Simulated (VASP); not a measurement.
# Ca5GeN2: single point with PBE

The system is Ca5GeN2.

```
Ca Ge N
1.0
    -2.38645    2.38645    7.80879
     2.38645   -2.38645    7.80879
     2.38645    2.38645   -7.80879
Ca Ge N
5 1 2
Direct
  0.50000 0.50000 0.00000
  0.85743 0.35743 0.50000
  0.35743 0.85743 0.50000
  0.14257 0.64257 0.50000
  0.64257 0.14257 0.50000
  0.00000 0.00000 0.00000
  0.65696 0.65696 0.00000
  0.34304 0.34304 0.00000
```

The cell was built from a structure type or drawn by symmetry, and may not be a known phase.

```json
{"Program": "VASP 6.6.1", "Task": "single point", "Functional": "PBE", "Potentials or basis": "VASP PAW PBE potentials, release 64 (Ca_sv, Ge_d, N)", "Cutoff": "520 eV", "k mesh": "4 × 4 × 4", "Occupations": "gaussian, width 0.15 eV", "Spin": "no spin polarisation", "Dipole correction": "no", "Further INCAR settings": "ALGO = Normal; EDIFF = 1e-06; NBANDS = 47"}
```

```json
{
 "Pressure": "0.5 GPa",
 "Largest force": "0.016 eV/Å",
 "Band gap on the k mesh": "0.33 eV"
}
```

Forces on the atoms (eV/Å):
```
Ca   0.000  0.000  0.000
Ca   0.000  0.000  0.009
Ca   0.000  0.000  0.009
Ca   0.000  0.000 -0.009
Ca   0.000  0.000 -0.009
Ge   0.000  0.000  0.000
N    0.000  0.000  0.016
N    0.000  0.000 -0.016
```

Stress tensor (GPa, compression positive):
```
0.68 0.00 0.00
0.00 0.68 0.00
0.00 0.00 0.01
```

Levels at points of the mesh, in eV from the valence-band top:
```tsv
k point	band 34	band 35	band 36	band 37	band 38	band 39	band 40	band 41
(0.00, 0.00, 0.00)	-0.88	-0.50	0.00	0.00	0.33	1.00	1.05	1.50
(0.50, 0.00, 0.00)	-1.28	-1.17	-0.98	-0.63	1.24	1.67	1.78	2.23
(0.50, 0.50, 0.00)	-1.76	-1.18	-1.17	-0.87	1.73	1.78	2.14	2.24
(0.50, 0.50, 0.50)	-0.86	-0.86	-0.29	-0.29	0.40	0.73	1.71	1.91
```

It took 3.7 min on 1 thread of AMD EPYC 9R45 96-Core Processor (Zen 5) (shared host), peak memory 0.53 GiB.

A k mesh can miss the band edges.
